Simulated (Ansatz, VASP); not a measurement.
# One calculation of Si, two programs

The input INCAR:

```
SYSTEM = Si
PREC = Accurate
ENCUT = 520
EDIFF = 1E-6
ISMEAR = -1
SIGMA = 0.05
LREAL = .False.
LASPH = .True.
NELM = 100
ALGO = Normal
ISIF = 2
LWAVE = .False.
LCHARG = .False.
NBANDS = 11
```

File KPOINTS:

```
regular mesh
0
Gamma
  16 16 16
  0 0 0
```

File POSCAR:

```
Si
1.0
   -2.2145650000      2.3587400000      1.2761750000
    2.2400650000     -2.3332400000      1.2738250000
    2.2619350000      2.3782600000     -1.2288050000
Si
2
Direct
    0.8070000000      0.5570000000      0.2500000000
    0.1930000000      0.4430000000      0.7500000000
```

Input for Ansatz:

```yaml
crystal:
  lattice:
    - [-2.214565, 2.35874, 1.276175]
    - [2.240065, -2.33324, 1.273825]
    - [2.261935, 2.37826, -1.228805]
  atoms:
    - { symbol: Si, position: [0.807, 0.557, 0.25] }
    - { symbol: Si, position: [0.193, 0.443, 0.75] }
kpoints:
  mp_grid: { grid: [16, 16, 16] }
  band_path:
    path:
      - [0.0, 0.0, 0.0]
      - [0.0, 0.0, -0.5]
      - [-0.5, 0.5, 0.0]
      - [0.0, 0.0, 0.0]
      - [0.5, 0.0, 0.0]
      - [0.0, 0.5, -0.5]
      - [0.0, 0.0, 0.0]
      - [0.0, 0.5, 0.0]
      - [0.5, 0.0, -0.5]
    npoints: 5
scf:
  occupations: { method: fermi_dirac, width: 0.05 }
hamiltonian:
  xc: lda
  pseudopotentials: { kind: all_electron, lapw: { basis_error: 0.0005 } }
output:
  forces: true
  stress: true
  eigenvalues: true
```

Change from the starting cell: equal xy, yz and zx shear strains of +2 %.

Alike in both runs: task single point; functional LDA; k mesh 16 × 16 × 16; occupations fermi-dirac, width 0.05 eV; no spin polarisation.

|  | VASP | Ansatz |
| --- | --- | --- |
| version | VASP 6.6.1 | Ansatz 0.2.0 |
| potentials or method | VASP PAW LDA potentials, release 64 (Si), cutoff 520 eV | all-electron LAPW, scalar-relativistic |

|  | VASP | Ansatz | Ansatz less VASP |
| --- | --- | --- | --- |
| pressure (GPa) | 11.0 | 10.8 | -0.17 |
| traceless stress, the component that is largest in VASP (GPa) | 1.83 | 1.79 | -0.036 |
| rms of the force components (eV/Å) | 0.036 | 0.036 | -0.0007 |

LDA's correlation is that of Perdew and Zunger in VASP and of Perdew and Wang (1992) in Ansatz. Atom by atom the forces differ by 0.001 eV/Å (rms over components). Ansatz ran all-electron here, and VASP with PAW potentials.
